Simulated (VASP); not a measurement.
Write the native input for VASP 6.6.1 that does the following.

| Quantity | Value |
| --- | --- |
| Task | single point |
| Functional | LDA |
| Potentials or basis | VASP PAW LDA potentials, release 64 (Pt) |
| Cutoff | 500 eV |
| k mesh | 8 × 8 × 8 |
| Occupations | gaussian, width 0.1 eV |
| Spin | no spin polarisation |
| Dipole correction | no |
| Further INCAR settings | ALGO = Normal; EDIFF = 1e-06; NBANDS = 11 |

The structure of Pt lies in POSCAR:

```
Pt
1.0
    0.0000000000      1.9457172375      1.9457172375
    1.9457172375      0.0000000000      1.9457172375
    1.9457172375      1.9457172375      0.0000000000
Pt
1
Direct
    0.0000000000      0.0000000000      0.0000000000
```

These files were run (other wordings do the same):

INCAR

```
PREC = Accurate
ENCUT = 500
EDIFF = 1E-6
ISMEAR = 0
SIGMA = 0.1
LREAL = F
LASPH = T
NELM = 120
ALGO = Normal
ISIF = 2
LWAVE = F
LCHARG = F
GGA = CA
NBANDS = 11
GGA_COMPAT = F
```

KPOINTS

```
Automatic mesh
0
Gamma
  8 8 8
```

Potentials or basis: VASP PAW LDA potentials, release 64 (Pt).

Command:

```bash
$ cat potpaw_LDA.64/Pt/POTCAR > POTCAR
$ mpirun -np 1 vasp_std > vasp.out
```

Results of the run:

The pressure is 0.7 GPa and the band gap on the k mesh is zero (band 5 reaches 12.09 eV, above the bottom of band 6 at 9.77 eV).

Caveat: spin-orbit coupling is left out, which moves the levels of the heavy elements.

It took 4.3 s on 1 thread of Intel(R) Xeon(R) Platinum 8259CL CPU @ 2.50GHz (Skylake/Cascade Lake), on a shared host, peak memory 0.12 GiB.
